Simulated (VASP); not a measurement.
Here is a VASP 6.6.1 calculation.

The input INCAR:

```
SYSTEM = Cu12H
PREC = Accurate
ENCUT = 520
EDIFF = 1E-7
ISMEAR = 0
SIGMA = 0.1
LREAL = .FALSE.
LASPH = .TRUE.
NELM = 80
ALGO = Normal
ISIF = 2
LWAVE = .FALSE.
LCHARG = .FALSE.
LDIPOL = .TRUE.
IDIPOL = 3
DIPOL = 0.5 0.5 0.312
GGA = PE
NBANDS = 78
```

The input KPOINTS:

```
regular mesh
0
G
  5 5 1
  0 0 0
```

POSCAR

```
Cu12H
1.0
    5.1319544695      0.0000000000      0.0000000000
    0.0000000000      5.1319544695      0.0000000000
    0.0000000000      0.0000000000     19.0279316189
Cu H
12 1
Direct
    0.2500000000      0.2500000000      0.2102172785
    0.2500000000      0.7500000000      0.2102172785
    0.7500000000      0.2500000000      0.2102172785
    0.7500000000      0.7500000000      0.2102172785
    0.0000000000      0.0000000000      0.3029241302
    0.0000000000      0.5000000000      0.3029241302
    0.5000000000      0.0000000000      0.3029241302
    0.5000000000      0.5000000000      0.3029241302
    0.2500000000      0.2500000000      0.3956253244
    0.2500000000      0.7500000000      0.3956253244
    0.7500000000      0.2500000000      0.3956253244
    0.7500000000      0.7500000000      0.3956253244
    0.5000000000      0.5000000000      0.4238297213
```

Potentials or basis: VASP PAW PBE potentials, release 64 (Cu, H).

Run with:

```sh
$ cat potpaw_PBE.64/Cu/POTCAR potpaw_PBE.64/H/POTCAR > POTCAR
$ mpirun -np 1 vasp_std > vasp.out
```

Q: Predict the largest force.

A: 0.412 eV/Å.

Q: Estimate the band gap on the k mesh.

A: Zero (an odd number of electrons rules out a gap without spin polarisation).

Forces on the atoms (eV/Å):
```
Cu   0.026  0.026 -0.032
Cu   0.026 -0.026 -0.032
Cu  -0.026  0.026 -0.032
Cu  -0.026 -0.026 -0.032
Cu   0.000  0.000  0.145
Cu   0.000  0.000 -0.131
Cu   0.000  0.000 -0.131
Cu   0.000  0.000 -0.412
Cu   0.042  0.042  0.161
Cu   0.042 -0.042  0.161
Cu  -0.042  0.042  0.161
Cu  -0.042 -0.042  0.161
H    0.000  0.000  0.014
```
